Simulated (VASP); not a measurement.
A run of VASP 6.6.1 is set up as follows.

File INCAR:

```
ALGO = Normal
EDIFF = 1E-6
ENCUT = 520
GGA = RE
ISIF = 2
ISMEAR = -1
LASPH = T
LCHARG = T
LELF = T
LREAL = F
LVHAR = T
LWAVE = F
NBANDS = 27
NELM = 100
PREC = Accurate
SIGMA = 0.05
```

Contents of KPOINTS:

```
k-points
0
Gamma
  7 7 7
```

File POSCAR:

```
KTaO3
1.0
    3.9883000000      0.0000000000      0.0000000000
    0.0000000000      3.9883000000      0.0000000000
    0.0000000000      0.0000000000      3.9883000000
Ta K O
1 1 3
Direct
    0.0000000000      0.0000000000      0.0000000000
    0.5000000000      0.5000000000      0.5000000000
    0.0000000000      0.0000000000      0.5000000000
    0.0000000000      0.5000000000      0.0000000000
    0.5000000000      0.0000000000      0.0000000000
```

Potentials or basis: VASP PAW PBE potentials, release 64 (Ta_pv, K_sv, O).

Launch:

```bash
$ cat potpaw_PBE.64/Ta_pv/POTCAR potpaw_PBE.64/K_sv/POTCAR potpaw_PBE.64/O/POTCAR > POTCAR
$ mpirun -np 1 vasp_std > vasp.out
```

Question: Estimate the pressure.

Answer: 9.3 GPa.

Question: Predict the band gap on the k mesh.

Answer: 2.27 eV (least direct gap 2.83 eV).

Caveat: the cell stands under pressure; the PAW data sets were made with another functional, which shifts forces and pressure a little; spin-orbit coupling is left out, which moves the levels of the heavy elements; an odd mesh through Γ misses points on the zone boundary, where band edges can lie. Expect the measured gap to be larger: semilocal functionals such as revPBE lack the derivative discontinuity.
